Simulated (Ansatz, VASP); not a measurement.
One calculation of Ba, two programs

```
Ba
1.0
    -4.13119    4.13119    3.83677
     4.13119   -4.13119    3.83677
     4.13119    4.13119   -3.83677
Ba
4
Direct
  0.81814 0.68186 0.50000
  0.18186 0.31814 0.50000
  0.31814 0.81814 0.13628
  0.68186 0.18186 0.86372
```

Alike in both runs: task single point; functional LDA; k mesh 5 × 5 × 5; no spin polarisation.

```csv
,VASP,Ansatz
version,VASP 6.6.1,Ansatz 0.2.0
potentials or method,"VASP PAW LDA potentials, release 64 (Ba_sv), cutoff 520 eV","plane waves, PAW"
occupations,"methfessel-paxton of order 1, width 0.02 eV","cold, width 0.02 eV"
valence electrons in the cell,40,40
```

|  | VASP | Ansatz | Ansatz less VASP |
| --- | --- | --- | --- |
| rms of the force components (eV/Å) | 0.076 | 0.076 | -0.0001 |

LDA's correlation is that of Perdew and Zunger in VASP and of Perdew and Wang (1992) in Ansatz. Atom by atom the forces differ by 0.000 eV/Å (rms over components).

Neither program's run includes spin-orbit coupling.
